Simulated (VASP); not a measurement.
# Si16H6O in VASP: single point with PBE+D3(BJ)

Aim: the single point of Si16H6O with PBE+D3(BJ).

All numbers are computed with VASP 6.6.1; they aren't measurements. Logs are shortened: lines on timing, memory, paths and dates and some standing lists are left out, and cuts for length are marked.

## Step 1: The cell of the first run

The cell holds a slab with vacuum, 23 atoms: a = 7.679 Å, b = 7.679 Å, c = 17.419 Å, α = 90.00°, β = 90.00°, γ = 60.00°.

## Step 2: Single point, PBE+D3(BJ)

INCAR

```
PREC = Accurate
ENCUT = 520
EDIFF = 1E-6
ISMEAR = 0
SIGMA = 0.05
LREAL = Auto
LASPH = T
NELM = 60
ALGO = Normal
ISIF = 2
LWAVE = F
LCHARG = T
GGA = PE
IVDW = 12
LELF = T
LVHAR = T
NBANDS = 55
```

KPOINTS

```
Automatic mesh
0
Gamma
  2 2 1
```

POSCAR

```
Si16H6O
1.0
    7.6791800000      0.0000000000      0.0000000000
    3.8395900000      6.6503650000      0.0000000000
    0.0000000000      0.0000000000     17.4187650000
H Si O
6 16 1
Direct
    0.1666667000      0.1666667000      0.0574094000
    0.6666667000      0.1666667000      0.0574094000
    0.1666667000      0.6666667000      0.0574094000
    0.6666667000      0.6666667000      0.0574094000
    0.5544239048      0.8505812675      0.4833247321
    0.6714743756      0.9648365665      0.4586340068
    0.1666667000      0.1666667000      0.1435234000
    0.6666667000      0.1666667000      0.1435234000
    0.1666667000      0.6666667000      0.1435234000
    0.6666667000      0.6666667000      0.1435234000
   -0.1598459958      0.3397414464      0.1920014509
    0.3334028974      0.3309019478      0.1858180589
   -0.1680778400      0.8330913017      0.1819125845
    0.3308102471      0.8333067344      0.1927871037
   -0.2360962086      0.2755691211      0.3490828301
    0.2951950837      0.3101364002      0.3175619967
   -0.1910048296      0.7923750311      0.3110397432
    0.2901956384      0.7962101921      0.3303561144
   -0.0380772660     -0.0597166871      0.3871693371
    0.4689780411     -0.0349599557      0.3478176326
   -0.0601356834      0.4370855541      0.3159228865
    0.4341895505      0.4762263159      0.3914021055
    0.5365792445      0.9712390017      0.4571724185
```

Potentials or basis: VASP PAW PBE potentials, release 64 (H, Si, O).

Command:

```
cat potpaw_PBE.64/H/POTCAR potpaw_PBE.64/Si/POTCAR potpaw_PBE.64/O/POTCAR > POTCAR
mpirun -np 1 vasp_std > vasp.out
```

OUTCAR:

```text
PREC = Accurate
   ENCUT = 520
   EDIFF = 1E-6
   ISMEAR = 0
   LREAL = Auto
   LASPH = T
   NELM = 60
   ISIF = 2
   GGA = PE
   IVDW = 12
 IVDW          = 12

 ion  position               nearest neighbor table
   1  0.167  0.167  0.057-   7 1.50
   2  0.667  0.167  0.057-   8 1.50
   3  0.167  0.667  0.057-   9 1.50
   4  0.667  0.667  0.057-  10 1.50
   5  0.554  0.851  0.483-  23 0.98
   6  0.671  0.965  0.459-  23 1.01
   7  0.167  0.167  0.144-   1 1.50  12 2.32  11 2.33  14 2.38
   8  0.667  0.167  0.144-   2 1.50  13 2.32  12 2.34  11 2.45
   9  0.167  0.667  0.144-   3 1.50  13 2.32  12 2.35  14 2.36
  10  0.667  0.667  0.144-   4 1.50  13 2.30  11 2.33  14 2.39
  11  0.840  0.340  0.192-   7 2.33  10 2.33   8 2.45  21 2.53  15 2.89
  12  0.333  0.331  0.186-   7 2.32  16 2.33   8 2.34   9 2.35
  13  0.832  0.833  0.182-  17 2.29  10 2.30   8 2.32   9 2.32
  14  0.331  0.833  0.193-   9 2.36   7 2.38  10 2.39  18 2.45
  15  0.764  0.276  0.349-  21 2.32  22 2.33  19 2.34  11 2.89
  16  0.295  0.310  0.318-  12 2.33  20 2.35  21 2.40  22 2.40
  17  0.809  0.792  0.311-  13 2.29  20 2.35  21 2.39  19 2.40
  18  0.290  0.796  0.330-  20 2.33  22 2.38  19 2.40  14 2.45
  19  0.962  0.940  0.387-  15 2.34  17 2.40  18 2.40
  20  0.469  0.965  0.348-  23 1.98  18 2.33  17 2.35  16 2.35
  21  0.940  0.437  0.316-  15 2.32  17 2.39  16 2.40  11 2.53
  22  0.434  0.476  0.391-  15 2.33  18 2.38  16 2.40
  23  0.537  0.971  0.457-   5 0.98   6 1.01  20 1.98

  LATTYP: Found a hexagonal cell.
 ALAT       =     7.6791800344
 C/A-ratio  =     2.2683105386

  Lattice vectors:

 A1 = (  -3.8395900000,  -6.6503650000,   0.0000000000)
 A2 = (   7.6791800000,   0.0000000000,   0.0000000000)
 A3 = (   0.0000000000,   0.0000000000,  17.4187650000)

Analysis of symmetry for initial positions (statically):
=====================================================================
 Subroutine PRICEL returns:
 Original cell was already a primitive cell.

 Routine SETGRP: Setting up the symmetry group for a
 hexagonal supercell.

 Subroutine GETGRP returns: Found  1 space group operations
 (whereof  1 operations were pure point group operations)
 out of a pool of 24 trial point group operations.

The static configuration has the point symmetry C_1 .

Analysis of symmetry for dynamics (positions and initial velocities):
=====================================================================
 Subroutine PRICEL returns:
 Original cell was already a primitive cell.

 Routine SETGRP: Setting up the symmetry group for a
 hexagonal supercell.

 Subroutine GETGRP returns: Found  1 space group operations
 (whereof  1 operations were pure point group operations)
 out of a pool of 24 trial point group operations.

The dynamic configuration has the point symmetry C_1 .

 Subroutine INISYM returns: Found  1 space group operations
 (whereof  1 operations are pure point group operations),
 and found     1 'primitive' translations

----------------------------------------------------------------------------------------

                                     Primitive cell

  volume of cell :     889.5650

  direct lattice vectors                    reciprocal lattice vectors
     7.679180000  0.000000000  0.000000000     0.130222237 -0.075183843  0.000000000
     3.839590000  6.650365000  0.000000000     0.000000000  0.150367687  0.000000000
     0.000000000  0.000000000 17.418765000     0.000000000  0.000000000  0.057409351

  length of vectors
     7.679180000  7.679180034 17.418765000     0.150367687  0.150367687  0.057409351

  position of ions in fractional coordinates (direct lattice)
     0.166666700  0.166666700  0.057409400
     0.666666700  0.166666700  0.057409400
     0.166666700  0.666666700  0.057409400
     0.666666700  0.666666700  0.057409400
     0.554423905  0.850581267  0.483324732
     0.671474376  0.964836566  0.458634007
[... 15 lines left out ...]
     0.434189551  0.476226316  0.391402105
     0.536579244  0.971239002  0.457172419

  ion indices of the primitive-cell ions
   primitive index   ion index
                 1           1
                 2           2
                 3           3
                 4           4
                 5           5
                 6           6
[... 15 lines left out ...]
                22          22
                23          23

----------------------------------------------------------------------------------------

 KPOINTS: Automatic mesh

Automatic generation of k-mesh.
 Grid dimensions read from file:
 generate k-points for:    2    2    1

 Generating k-lattice:

  Cartesian coordinates                     Fractional coordinates (reciprocal lattice)
     0.065111119 -0.037591922  0.000000000     0.500000000 -0.000000000  0.000000000
     0.000000000  0.075183843  0.000000000     0.000000000  0.500000000  0.000000000
     0.000000000  0.000000000  0.057409351     0.000000000  0.000000000  1.000000000

  Length of vectors
     0.075183844  0.075183843  0.057409351

  Shift w.r.t. Gamma in fractional coordinates (k-lattice)
     0.000000000  0.000000000  0.000000000

 Subroutine IBZKPT returns following result:
 ===========================================

 Found      4 irreducible k-points:

 Following reciprocal coordinates:
            Coordinates               Weight
  0.000000  0.000000  0.000000      1.000000
  0.500000 -0.000000  0.000000      1.000000
  0.500000  0.500000  0.000000      1.000000
  0.000000  0.500000  0.000000      1.000000
   k-points           NKPTS =      4   k-points in BZ     NKDIM =      4   number of bands    NBANDS=     55
   number of dos      NEDOS =    301   number of ions     NIONS =     23
   total plane-waves  NPLWV = 504000
   dimension x,y,z NGX =    60 NGY =   60 NGZ =  140
   dimension x,y,z NGXF=   120 NGYF=  120 NGZF=  280
   ions per type =               6  16   1
   NGX,Y,Z   is equivalent  to a cutoff of  12.99, 12.99, 13.36 a.u.
   NGXF,Y,Z  is equivalent  to a cutoff of  25.98, 25.98, 26.72 a.u.
 SYSTEM =  unknown system
   PREC   = accura    normal or accurate (medium, high low for compatibility)
   ISTART =      0    job   : 0-new  1-cont  2-samecut
   ICHARG =      2    charge: 1-file 2-atom 10-const
   ISPIN  =      1    spin polarized calculation?
   LNONCOLLINEAR =      F non collinear calculations
   LSORBIT =      F    spin-orbit coupling
   LASPH  =      T    aspherical Exc in radial PAW
   ENCUT  =  520.0 eV  38.22 Ry    6.18 a.u.  14.28 14.28 32.39*2*pi/ulx,y,z
   NELM   =     60;   NELMIN=  2; NELMDL= -5     # of ELM steps
   EDIFF  = 0.1E-05   stopping-criterion for ELM
   LREAL  =      T    real-space projection
   EDIFFG = 0.1E-04   stopping-criterion for IOM
   NSW    =      0    number of steps for IOM
   IBRION =     -1    ionic relax: 0-MD 1-quasi-New 2-CG
   NFREE  =      0    steps in history (QN), initial steepest desc. (CG)
   ISIF   =      2    stress and relaxation
   ISYM   =      2    0-nonsym 1-usesym 2-fastsym
   POTIM  = 0.5000    time-step for ionic-motion
   TEBEG  =    0.0;   TEEND  =   0.0 temperature during run
   PSTRESS=    0.0 pullay stress
   NELECT =      76.0000    total number of electrons
   NUPDOWN=      -1.0000    fix difference up-down
   EMIN   =  10.00;   EMAX   =-10.00  energy-range for DOS
   EFERMI =   0.00;   METHOD = LEGACY
   ISMEAR =     0;   SIGMA  =   0.05  broadening in eV -4-tet -1-fermi 0-gaus
   EFERMI_NEDOS =   21; number of points for ismear=-14 and -15
   IALGO  =     38    algorithm
   IMIX   =      4    mixing-type and parameters
     AMIX     =   0.40;   BMIX     =  1.00
     AMIX_MAG =   1.60;   BMIX_MAG =  1.00
  volume/ion in A,a.u.               =      38.68       261.00
  Fermi-wavevector in a.u.,A,eV,Ry     =   0.721030  1.362550  7.073459  0.519885
  Thomas-Fermi vector in A             =   1.810634
   LORBIT       =      0    0 simple, 1 ext, 2 COOP (PROOUT), +10 PAW based schemes
   GGA     = PE    functional components
   LHFCALC =     F    Hartree Fock is set to
   AEXX    =    0.0000 exact exchange contribution
   IVDW    =    12    specifies the selected vdW correction
   LEPSILON=     F    determine dielectric tensor
   LRPA    =     F    only Hartree local field effects (RPA)
 non-spin polarized calculation
 Gauss-broadening in eV      SIGMA  =   0.05
  energy-cutoff  :      520.00
  volume of cell :      889.57
 maximum number of plane-waves:     23990
 NGX is ok and might be reduce to    60
   NGX = 29   NGY = 29   NGZ = 65

 number of electron      76.0000001 magnetization

 Free energy of the ion-electron system (eV)
  ---------------------------------------------------
  ext. energy  EPLUGINS =         0.00000000
  ---------------------------------------------------
  free energy    TOTEN  =      -109.47806139 eV

  energy without entropy =     -109.47806139  energy(sigma->0) =     -109.47806139

 E-fermi :  -0.3052     XC(G=0):  -4.5726

 val. band max:       -0.5681096652   @ k =   0.0000   0.0000   0.0000
 cond. band min:       0.2286249961   @ k =   0.0000   0.0000   0.0000
 fundamental gap:      0.7967346613
 Fermi energy:        -0.3051975259

 k-point     1 :       0.0000    0.0000    0.0000
  band No.  band energies     occupation
      1     -24.0976      2.00000
      2     -12.0995      2.00000
      3     -11.7239      2.00000
      4     -10.8494      2.00000
      5     -10.1266      2.00000
      6      -9.9329      2.00000
[... 42 lines left out ...]
     49       2.0669      0.00000
     50       2.2045      0.00000

 k-point     2 :       0.5000   -0.0000    0.0000
  band No.  band energies     occupation
      1     -24.0976      2.00000
      2     -11.8044      2.00000
      3     -11.3940      2.00000
      4     -11.3516      2.00000
      5     -10.4480      2.00000
      6     -10.0722      2.00000
[... 42 lines left out ...]
     49       2.9674      0.00000
     50       3.0634      0.00000

 k-point     3 :       0.5000    0.5000    0.0000
  band No.  band energies     occupation
      1     -24.0976      2.00000
      2     -11.8250      2.00000
      3     -11.5312      2.00000
      4     -11.0496      2.00000
      5     -10.5445      2.00000
      6     -10.0656      2.00000
[... 42 lines left out ...]
     49       2.8333      0.00000
     50       3.0432      0.00000

 k-point     4 :       0.0000    0.5000    0.0000
  band No.  band energies     occupation
      1     -24.0976      2.00000
      2     -11.8034      2.00000
      3     -11.3981      2.00000
      4     -11.3343      2.00000
      5     -10.4690      2.00000
      6     -10.0408      2.00000
[... 42 lines left out ...]
     49       2.8674      0.00000
     50       3.0202      0.00000
 [bands above 50 left out]

------------------------ aborting loop because EDIFF is reached ----------------------------------------

 Edisp (eV)   -4.02141

 E8    (eV) :    -1.6848

  FORCE on cell =-STRESS in cart. coord.  units (eV):
  Direction    XX          YY          ZZ          XY          YZ          ZX
  --------------------------------------------------------------------------------------
  -------------------------------------------------------------------------------------
  Total      -5.44225    -1.29581     0.31077    -2.44760     0.10483     0.23776
  in kB      -9.80192    -2.33385     0.55972    -4.40833     0.18880     0.42822
  external pressure =       -3.86 kB  Pullay stress =        0.00 kB

 VOLUME and BASIS-vectors are now :
 -----------------------------------------------------------------------------
  energy-cutoff  :      520.00
  volume of cell :      889.57
      direct lattice vectors                 reciprocal lattice vectors
     7.679180000  0.000000000  0.000000000     0.130222237 -0.075183843  0.000000000
     3.839590000  6.650365000  0.000000000     0.000000000  0.150367687  0.000000000
     0.000000000  0.000000000 17.418765000     0.000000000  0.000000000  0.057409351

 POSITION                                       TOTAL-FORCE (eV/Angst)
 -----------------------------------------------------------------------------------
      1.91980      1.10839      1.00000        -0.127542     -0.155125     -0.106557
      5.75939      1.10839      1.00000         0.197239      0.159486     -0.038893
      3.83959      4.43358      1.00000         0.070005     -0.025716     -0.062907
      7.67918      4.43358      1.00000        -0.282621     -0.065451     -0.122942
      7.52340      5.65668      8.41892        -0.055659     -0.048312      0.046967
      8.86095      6.41652      7.98884         0.061265      0.026325     -0.000504
[... 15 lines left out ...]
      5.16273      3.16708      6.81774        -0.003081     -0.001285     -0.003989
      7.84965      6.45909      7.96338         0.008098      0.010643     -0.019898
 -----------------------------------------------------------------------------------
    total drift:                                0.011217      0.005357     -0.002284

  FREE ENERGIE OF THE ION-ELECTRON SYSTEM (eV)
  ---------------------------------------------------
  free  energy   TOTEN  =      -113.4994746470 eV

  energy  without entropy=     -113.4994746470  energy(sigma->0) =     -113.49947465
```

It used 1200 s of CPU time on 1 thread of AMD EPYC 7R13 Processor (Zen 3) (shared host).

Results:

* Free energy: -113.4995 eV
* Largest force: 0.737 eV/Å
* Band gap on the k mesh: 0.80 eV, direct
* Dispersion energy per atom: -0.175 eV

Forces in eV/Å, atoms in the order of the input:
```
H   -0.128 -0.155 -0.107
H    0.197  0.159 -0.039
H    0.070 -0.026 -0.063
H   -0.283 -0.065 -0.123
H   -0.056 -0.048  0.047
H    0.061  0.026 -0.001
Si   0.048 -0.260 -0.109
Si   0.309  0.297  0.600
Si   0.127 -0.075  0.048
Si  -0.348  0.119 -0.192
Si  -0.004  0.003 -0.008
Si   0.003  0.005  0.001
Si   0.000  0.000 -0.003
Si   0.003 -0.005 -0.003
Si   0.008  0.000 -0.002
Si   0.002 -0.009 -0.002
Si  -0.002  0.005  0.005
Si   0.003  0.005  0.003
Si   0.002  0.003 -0.002
Si  -0.016  0.015 -0.032
Si  -0.003 -0.003  0.006
Si  -0.003 -0.001 -0.004
O    0.008  0.011 -0.020
```

Caveat: the k points lie up to 0.47 Å⁻¹ apart.
